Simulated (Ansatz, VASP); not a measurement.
## HC4: VASP beside Ansatz

```
C H
1.0
     4.93144    0.00000    0.00000
    -2.46572    4.27075    0.00000
     0.00000    0.00000   18.00000
C H
8 2
Direct
  0.16667 0.33333 0.22222
  0.16667 0.83333 0.22222
  0.66667 0.33333 0.22222
  0.66667 0.83333 0.22222
  0.33333 0.16667 0.22222
  0.33333 0.66667 0.22222
  0.83333 0.16667 0.22222
  0.83333 0.66667 0.22222
  0.11287 0.38713 0.31833
  0.22046 0.27954 0.31833
```

Alike in both runs: task single point; functional PBE; dispersion D3(BJ); k mesh 6 × 6 × 1; occupations gaussian, width 0.1 eV; no spin polarisation.

```csv
,VASP,Ansatz
version,VASP 6.6.1,Ansatz 0.2.0
potentials or method,"VASP PAW PBE potentials, release 64 (C, H), cutoff 520 eV","scalar-relativistic, plane waves, PAW"
valence electrons in the cell,34,34
```

```tsv
	VASP	Ansatz	Ansatz less VASP
gap on the k mesh at the Fermi level (eV)	0.35	0.35	0.000
least direct gap on the mesh (eV)	0.35	0.35	0.000
rms of the force components (eV/Å)	1.117	1.117	+0.0002
```

Atom by atom the forces differ by 0.001 eV/Å (rms over components).
